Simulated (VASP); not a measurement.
Runs of VASP 6.6.1 on CdTe. The structure is that of space group I-4m2 (No. 119), or close to it. The cells are those of the table. 

| cell | gap on the mesh (eV) | pressure (GPa) |
| --- | --- | --- |
| a = 4.413, b = 4.413, c = 5.232 Å, angles 53.6, 53.6, 72.7°, 2 atoms | 0.10 | (a) |
| a = 4.478, b = 4.478, c = 4.660 Å, angles 58.6, 58.6, 62.7°, 2 atoms | (b) | 4.2 |
| a = 5.047, b = 5.047, c = 3.960 Å, angles 66.9, 66.9, 46.2°, 2 atoms | none | 2.2 |
| a = 4.406, b = 4.406, c = 5.088 Å, angles 54.7, 54.7, 70.5°, 2 atoms | 0.17 | (d) |
| a = 4.616, b = 4.616, c = 4.391 Å, angles 61.6, 61.6, 56.8°, 2 atoms | 0.71 | 4.2 |
| a = 4.441, b = 4.441, c = 4.785 Å, angles 57.4, 57.4, 65.2°, 2 atoms | 0.55 | (c) |
| a = 4.945, b = 4.945, c = 4.038 Å, angles 65.9, 65.9, 48.2°, 2 atoms | none | 2.7 |
| a = 4.816, b = 4.816, c = 4.153 Å, angles 64.5, 64.5, 51.1°, 2 atoms | 0.06 | 3.3 |

Alike in all rows: task single point; level PBE; potentials or basis VASP PAW PBE potentials, release 64 (Cd, Te); no spin polarisation; k mesh 8 × 8 × 8; cutoff (eV) 520; smearing gaussian 0.05 eV.

**Question.** Fill in the values left out.

**Answer.** (a) 0.9; (b) 0.70; (c) 3.8; (d) 2.0.

Caveats: spin-orbit coupling is left out, which moves the levels of the heavy elements.

A k mesh can miss the band edges, and the runs leave out spin-orbit coupling on Cd, Te.

A gap of «none» marks levels without a gap at the run's occupations.
